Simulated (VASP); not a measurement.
A run of VASP 6.6.1:

File POSCAR:

```
Ge
1.0
    1.2801521997     -2.3827496407      0.0000000000
    1.2801521997      2.3827496407      0.0000000000
    0.0000000000      0.0000000000      3.2139666242
Ge
1
Direct
    0.5000000000      0.5000000000      0.0000000000
```

The input INCAR.step1:

```
  ALGO = Normal
  EDIFF = 1E-4
  ENCUT = 520
  GGA = PE
  ISMEAR = 0
  LASPH = T
  LCHARG = F
  LREAL = F
  LWAVE = T
  NBANDS = 13
  NELM = 60
  PREC = Accurate
  SIGMA = 0.15
```

File INCAR.step2:

```
  ALGO = Normal
  EDIFF = 1E-6
  ENCUT = 520
  ISIF = 2
  ISMEAR = 0
  ISTART = 1
  LASPH = T
  LCHARG = T
  LELF = T
  LMIXTAU = T
  LREAL = F
  LVHAR = T
  LWAVE = F
  METAGGA = R2SCAN
  NBANDS = 13
  NELM = 60
  PREC = Accurate
  SIGMA = 0.15
```

The input KPOINTS:

```
k-points
0
Gamma
  22 22 20
```

Potentials or basis: VASP PAW PBE potentials, release 64 (Ge_d).

The run is started by

```bash
$ cat potpaw_PBE.64/Ge_d/POTCAR > POTCAR
$ cp INCAR.step1 INCAR
$ mpirun -np 1 vasp_std > vasp.out
$ cp INCAR.step2 INCAR
$ mpirun -np 1 vasp_std > vasp.out
```

Hardware: 1 thread of Intel(R) Xeon(R) 6975P-C (Granite Rapids), on a shared host.

How long does it take, and how much memory?

Run time: 5.8 min on 1 thread of Intel(R) Xeon(R) 6975P-C (Granite Rapids), on a shared host, peak memory 0.42 GiB. Counts: k points 1463.
